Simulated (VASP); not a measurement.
Here is a VASP 6.6.1 calculation.

Contents of INCAR:

```
SYSTEM = W
  ALGO = Fast
  EDIFF = 1E-6
  ENCUT = 520
  GGA = PS
  ISIF = 2
  ISMEAR = 0
  LASPH = .TRUE.
  LCHARG = .FALSE.
  LREAL = .FALSE.
  LWAVE = .FALSE.
  NBANDS = 13
  NELM = 100
  PREC = Accurate
  SIGMA = 0.15
```

KPOINTS

```
k-points
0
G
  20 20 20
  0 0 0
```

File POSCAR:

```
W
1.0
   -1.5334080000      1.5334080000      1.5973000000
    1.5334080000     -1.5334080000      1.5973000000
    1.5334080000      1.5334080000     -1.5973000000
W
1
Direct
    0.0000000000      0.0000000000      0.0000000000
```

Potentials or basis: VASP PAW PBE potentials, release 64 (W_sv).

Run with:

```bash
$ cat potpaw_PBE.64/W_sv/POTCAR > POTCAR
$ mpirun -np 1 vasp_std > vasp.out
```

**Question.** What does it give for the pressure?

**Answer.** 16.5 GPa.

**Question.** What does it give for the band gap on the k mesh?

**Answer.** Zero (bands 7 and 8 overlap by 6.49 eV).

Stress tensor (GPa, compression positive):
```
21.53  0.00  0.00
 0.00 21.53  0.00
 0.00  0.00  6.53
```

Caveat: the cell differs from its parent crystal (strain -0.040 along x and y, +0.000 along z); the stress differs along the axes, from 7 to 22 GPa; the PAW data sets were made with another functional, which shifts forces and pressure a little; spin-orbit coupling is left out, which moves the levels of the heavy elements.
